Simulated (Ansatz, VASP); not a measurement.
## SiC2: VASP beside Ansatz

```
Si C
1.0
     2.93603    0.00000    0.00000
    -1.46802    2.54268    0.00000
     0.00000    0.00000   13.49318
Si C
2 4
Direct
  0.66667 0.33333 0.82993
  0.66667 0.33333 0.17007
  0.33333 0.66667 0.83042
  0.33333 0.66667 0.16958
  0.33333 0.66667 0.50000
  0.66667 0.33333 0.50000
```

Alike in both runs: functional PBE; k mesh 6 × 6 × 2; occupations gaussian, width 0.1 eV; no spin polarisation.

Ansatz relaxed the structure, and its values are those at the end. VASP's run is a single point on that final structure, the one shown.

|  | VASP | Ansatz |
| --- | --- | --- |
| version | VASP 6.6.1 | Ansatz 0.2.0 |
| potentials or method | VASP PAW PBE potentials, release 64 (Si, C), cutoff 520 eV | scalar-relativistic, plane waves, PAW |
| valence electrons in the cell | 24 | 24 |

```tsv
	VASP	Ansatz	Ansatz less VASP
gap on the k mesh at the Fermi level (eV)	0.04	0.04	0.000
least direct gap on the mesh (eV)	0.05	0.05	0.000
pressure (GPa)	0.0	0.1	+0.05
rms of the force components (eV/Å)	0.007	0.007	+0.0004
```

With one functional, cell and mesh, what is left measures potentials, basis and numerics.
